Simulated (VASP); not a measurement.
# CdTe (F-43m) in VASP: vibrations by perturbation theory with PBEsol

Aim: the vibrations by perturbation theory of CdTe with PBEsol.

Everything below comes from runs of VASP 6.6.1. Logs are shortened: lines on timing, memory, paths and dates and some standing lists are left out, and cuts for length are marked.

## Step 1: The cell of the first run

Symmetry: F-43m, No. 216, cubic system. Conventional cell: a = 6.490 Å, b = 6.490 Å, c = 6.490 Å, α = 90.00°, β = 90.00°, γ = 90.00°. Within 3.7 Å of Cd (site symmetry -43m) lie 4 Te at 2.81 Å. Te (site symmetry -43m) has 4 Cd at 2.81 Å within 3.7 Å.

## Step 2: Vibrations by perturbation theory, PBEsol

The input, INCAR:

```
PREC = Accurate ; ENCUT = 500
EDIFF = 1E-8 ; ISMEAR = 0
SIGMA = 0.01 ; LREAL = False
LASPH = True ; NELM = 120
ALGO = Normal ; ISIF = 2
LWAVE = False ; LCHARG = False
GGA = PS ; NBANDS = 16
IBRION = 8 ; NSW = 1
LEPSILON = True ; GGA_COMPAT = False
```

The input, KPOINTS:

```
Automatic mesh
0
Gamma
  6 6 6
```

The input, POSCAR:

```
CdTe
1.0
    0.0000000000      3.2451291040      3.2451291040
    3.2451291040      0.0000000000      3.2451291040
    3.2451291040      3.2451291040      0.0000000000
Cd Te
1 1
Direct
    0.0000000000      0.0000000000      0.0000000000
    0.2500000000      0.2500000000      0.2500000000
```

Potentials or basis: VASP PAW PBE potentials, release 64 (Cd, Te).

Run with:

```bash
> cat potpaw_PBE.64/Cd/POTCAR potpaw_PBE.64/Te/POTCAR > POTCAR
> mpirun -np 1 vasp_std > vasp.out
```

OUTCAR:

```text
PREC = Accurate
   ENCUT = 500
   EDIFF = 1E-8
   ISMEAR = 0
   LREAL = False
   LASPH = True
   NELM = 120
   ISIF = 2
   GGA = PS
   IBRION = 8
   NSW = 1
   LEPSILON = True

 ion  position               nearest neighbor table
   1  0.000  0.000  0.000-   2 2.81   2 2.81   2 2.81   2 2.81
   2  0.250  0.250  0.250-   1 2.81   1 2.81   1 2.81   1 2.81

  LATTYP: Found a face centered cubic cell.
 ALAT       =     6.4902582080

  Lattice vectors:

 A1 = (   0.0000000000,   3.2451291040,   3.2451291040)
 A2 = (   3.2451291040,   0.0000000000,   3.2451291040)
 A3 = (   3.2451291040,   3.2451291040,   0.0000000000)

Analysis of symmetry for initial positions (statically):
=====================================================================
 Subroutine PRICEL returns:
 Original cell was already a primitive cell.

 Routine SETGRP: Setting up the symmetry group for a
 face centered cubic supercell.

 Subroutine GETGRP returns: Found 24 space group operations
 (whereof 24 operations were pure point group operations)
 out of a pool of 48 trial point group operations.

The static configuration has the point symmetry T_d .

Analysis of symmetry for dynamics (positions and initial velocities):
=====================================================================
 Subroutine PRICEL returns:
 Original cell was already a primitive cell.

 Routine SETGRP: Setting up the symmetry group for a
 face centered cubic supercell.

 Subroutine GETGRP returns: Found 24 space group operations
 (whereof 24 operations were pure point group operations)
 out of a pool of 48 trial point group operations.

The dynamic configuration has the point symmetry T_d .

 Subroutine INISYM returns: Found 24 space group operations
 (whereof 24 operations are pure point group operations),
 and found     1 'primitive' translations

----------------------------------------------------------------------------------------

                                     Primitive cell

  volume of cell :      68.3480

  direct lattice vectors                    reciprocal lattice vectors
     0.000000000  3.245129104  3.245129104    -0.154077075  0.154077075  0.154077075
     3.245129104  0.000000000  3.245129104     0.154077075 -0.154077075  0.154077075
     3.245129104  3.245129104  0.000000000     0.154077075  0.154077075 -0.154077075

  length of vectors
     4.589305591  4.589305591  4.589305591     0.266869322  0.266869322  0.266869322

  position of ions in fractional coordinates (direct lattice)
     0.000000000  0.000000000  0.000000000
     0.250000000  0.250000000  0.250000000

  ion indices of the primitive-cell ions
   primitive index   ion index
                 1           1
                 2           2

----------------------------------------------------------------------------------------

 KPOINTS: Automatic mesh

Automatic generation of k-mesh.
 Grid dimensions read from file:
 generate k-points for:    6    6    6

 Generating k-lattice:

  Cartesian coordinates                     Fractional coordinates (reciprocal lattice)
    -0.025679512  0.025679512  0.025679512     0.166666667  0.000000000  0.000000000
[... 443 lines left out ...]
  ---------------------------------------------------
  free energy    TOTEN  =        -3.19002104 eV

  energy without entropy =       -3.19002104

------------------------ aborting loop because EDIFF is reached ----------------------------------------

--------------------------------------- Ionic step        2  -------------------------------------------

------------------------ aborting loop because EDIFF is reached ----------------------------------------

--------------------------------------- Ionic step        3  -------------------------------------------

------------------------ aborting loop because EDIFF is reached ----------------------------------------

 PIEZOELECTRIC TENSOR FIELD DIRECTION 3  (e Angst)
 -----------------------------------------------------------------------------
    -0.00128 -3.27957  0.00000           (  0.00001  0.08402  0.00000)
    -3.27957 -0.00128  0.00000           (  0.08402  0.00001  0.00000)
     0.00000  0.00000  0.00029           (  0.00000  0.00000 -0.00000)

 PIEZOELECTRIC TENSOR FIELD DIRECTION 3  (C/m^2)
 -----------------------------------------------------------------------------
    -0.00030 -0.76878  0.00000
    -0.76878 -0.00030  0.00000
     0.00000  0.00000  0.00007

--------------------------------------- Ionic step        4  -------------------------------------------

------------------------ aborting loop because EDIFF is reached ----------------------------------------

[... ionic steps 5 to 6 ...]

--------------------------------------- Ionic step        7  -------------------------------------------

 Free energy of the ion-electron system (eV)
  ---------------------------------------------------
  ---------------------------------------------------
  free energy    TOTEN  =        -0.04891085 eV

  energy without entropy =       -0.04891085

------------------------ aborting loop because EDIFF is reached ----------------------------------------

 INTERNAL STRAIN TENSOR  FOR ION    2  DIRECTION 1   (eV/Angst):
 -----------------------------------------------------------------------------
     0.01064  0.00000  0.00000
     0.00000 -0.00208 -5.59292
     0.00000 -5.59292 -0.00208

 MACROSCOPIC STATIC DIELECTRIC TENSOR (including local field effects in DFT)
 ------------------------------------------------------
          17.069462    -0.000000     0.000000
           0.000000    17.069462     0.000000
          -0.000000     0.000000    17.069462
 ------------------------------------------------------

 PIEZOELECTRIC TENSOR (including local field effects)  for field in x, y, z        (e  Angst)
          XX          YY          ZZ          XY          YZ          ZX
  --------------------------------------------------------------------------------
  x     0.00000    -0.00000    -0.00000     0.00000    -3.30848     0.00000
  y    -0.00000    -0.00000     0.00000     0.00000     0.00000    -3.30848
  z     0.00000     0.00000     0.00000    -3.30848     0.00000     0.00000

 PIEZOELECTRIC TENSOR (including local field effects)  for field in x, y, z        (C/m^2)
          XX          YY          ZZ          XY          YZ          ZX
  --------------------------------------------------------------------------------
  x     0.00000    -0.00000    -0.00000     0.00000    -0.77556     0.00000
  y    -0.00000    -0.00000     0.00000     0.00000     0.00000    -0.77556
  z     0.00000     0.00000     0.00000    -0.77556     0.00000     0.00000

 BORN EFFECTIVE CHARGES (including local field effects) (in |e|, cummulative output)
 ---------------------------------------------------------------------------------
 ion    1
    1     2.49712     0.00000     0.00000
    2    -0.00000     2.49712    -0.00000
    3     0.00000    -0.00000     2.49712
 ion    2
    1    -2.49712     0.00000    -0.00000
    2     0.00000    -2.49712     0.00000
    3    -0.00000     0.00000    -2.49712

 INTERNAL STRAIN TENSOR FOR ION    2 for displacements in x,y,z  (eV/Angst):
          X           Y           Z          XY          YZ          ZX
  --------------------------------------------------------------------------------
  x    -0.00000    -0.00000    -0.00000     0.00000    -5.59292     0.00000
  y    -0.00000     0.00000    -0.00000     0.00000     0.00000    -5.59292
  z    -0.00000    -0.00000    -0.00000    -5.59292     0.00000     0.00000

 SECOND DERIVATIVES (NOT SYMMETRIZED)
 ------------------------------------
               1X          1Y          1Z          2X          2Y          2Z
  1X    -4.437515    0.000000    0.000000    4.437515    0.000000    0.000000
  1Y     0.000000   -4.437515    0.000000    0.000000    4.437515    0.000000
  1Z     0.000000    0.000000   -4.437515    0.000000    0.000000    4.437515
  2X     4.455108    0.000000    0.000000   -4.455108    0.000000    0.000000
  2Y     0.000000    4.455108    0.000000    0.000000   -4.455108    0.000000
  2Z     0.000000    0.000000    4.455108    0.000000    0.000000   -4.455108

 Eigenvectors and eigenvalues of the dynamical matrix
 ----------------------------------------------------

   1 f  =    4.263925 THz    26.791029 2PiTHz  142.229217 cm-1    17.634168 meV
             X         Y         Z           dx          dy          dz
      0.000000  0.000000  0.000000     0.728462   -0.000000    0.000000
      1.622565  1.622565  1.622565    -0.685086    0.000000    0.000000
[... 21 lines left out ...]
   6 f/i=    0.004210 THz     0.026452 2PiTHz    0.140428 cm-1     0.017411 meV
             X         Y         Z           dx          dy          dz
      0.000000  0.000000  0.000000     0.554448   -0.085475   -0.393224
      1.622565  1.622565  1.622565     0.589552   -0.090887   -0.418121

--------------------------------------------------------------------------------------------------------

 MACROSCOPIC STATIC DIELECTRIC TENSOR IONIC CONTRIBUTION
 ------------------------------------------------------
           3.712935    -0.000000     0.000000
          -0.000000     3.712935    -0.000000
           0.000000    -0.000000     3.712935
 ------------------------------------------------------

 ELASTIC MODULI CONTR FROM IONIC RELAXATION (kBar)
 Direction    XX          YY          ZZ          XY          YZ          ZX
 --------------------------------------------------------------------------------
 XX          -0.0000      0.0000      0.0000      0.0000     -0.0000      0.0000
 YY           0.0000     -0.0000     -0.0000      0.0000      0.0000      0.0000
 ZZ           0.0000     -0.0000     -0.0000     -0.0000      0.0000      0.0000
 XY           0.0000      0.0000     -0.0000   -171.6749      0.0000      0.0000
 YZ          -0.0000      0.0000      0.0000      0.0000   -171.6749      0.0000
 ZX           0.0000      0.0000      0.0000      0.0000      0.0000   -171.6749
 --------------------------------------------------------------------------------

 PIEZOELECTRIC TENSOR IONIC CONTR  for field in x, y, z        (C/m^2)
          XX          YY          ZZ          XY          YZ          ZX
  --------------------------------------------------------------------------------
  x     0.00000    -0.00000    -0.00000     0.00000     0.75125     0.00000
  y    -0.00000    -0.00000    -0.00000    -0.00000    -0.00000     0.75125
  z    -0.00000    -0.00000     0.00000     0.75125     0.00000    -0.00000
```

It took 5 min on 1 thread of Intel Xeon Platinum 8375C at 2.90GHz (Ice Lake), shared host; peak memory 0.32 GiB.

What came out:

```
Electronic dielectric tensor (diagonal)                 : 17.07
Born charges (mean of the diagonal)                     : Cd +2.50; Te -2.50 e
Highest phonon frequency at Γ, LO-TO splitting left out : 142 cm⁻¹
```

Phonon frequencies in cm⁻¹ (negative: imaginary):
| q point | frequencies |
| --- | --- |
| (0.000, 0.000, 0.000) | 0 0 0 142 142 142 |

Electronic dielectric tensor:
```
17.07  0.00  0.00
 0.00 17.07  0.00
 0.00  0.00 17.07
```

Born effective charge tensors (e):
atom 1, Cd
```
2.50 0.00 0.00
0.00 2.50 0.00
0.00 0.00 2.50
```
atom 2, Te
```
-2.50  0.00  0.00
 0.00 -2.50  0.00
 0.00  0.00 -2.50
```

Caveat: spin-orbit coupling is left out, which moves the levels of the heavy elements.
